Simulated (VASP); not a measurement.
The system is Co.

```
Co
1.0
     2.48737    0.00000    0.00000
    -1.24368    2.15412    0.00000
     0.00000    0.00000    4.06329
Co
2
Cartesian
  1.2437 0.7180 1.0559
  0.0000 1.4361 3.0074
```

* Program: VASP 6.6.1
* Task: relaxation of cell and atoms
* Functional: LDA
* Potentials or basis: VASP PAW LDA potentials, release 64 (Co)
* Cutoff: 600 eV
* k mesh: 14 × 14 × 8
* Occupations: fermi-dirac, width 0.1 eV
* Spin: collinear spin, ferromagnetic start
* Starting moments: [2.5, 2.5] μB

At the start: pressure -18.8 GPa; volume 10.89 Å³/atom.

Q: Where does the relaxation end?

A: Over 8 steps the energy falls by 71.8 meV/atom and the volume is 9.94 Å³/atom (-8.7 %); space group P-3m1 (No. 164, to 0.1 Å) before, P6_3/mmc (No. 194, to 0.1 Å); moment 2.84 μB per cell.

Step by step:
```
step  energy change (eV)  largest force (eV/Å)  pressure (GPa)  volume (Å³)
   1              0.0000                0.4266          -18.79        21.77
   2              0.0353                0.6016           30.84        17.99
   3             -0.1254                0.5710            0.70        19.90
   4             -0.1255                0.5730            1.01        19.86
   5             -0.1431                0.0744            1.05        19.80
   6             -0.1433                0.0004            1.12        19.80
   7             -0.1433                0.0012           -1.24        19.98
   8             -0.1436                0.0005            0.00        19.88
```

Final structure:
```
Co
1.0
     2.42305    0.00000    0.00000
    -1.21152    2.09842    0.00000
     0.00000    0.00000    3.91034
Co
2
Direct
  0.66667 0.33333 0.25001
  0.33333 0.66667 0.74999
```
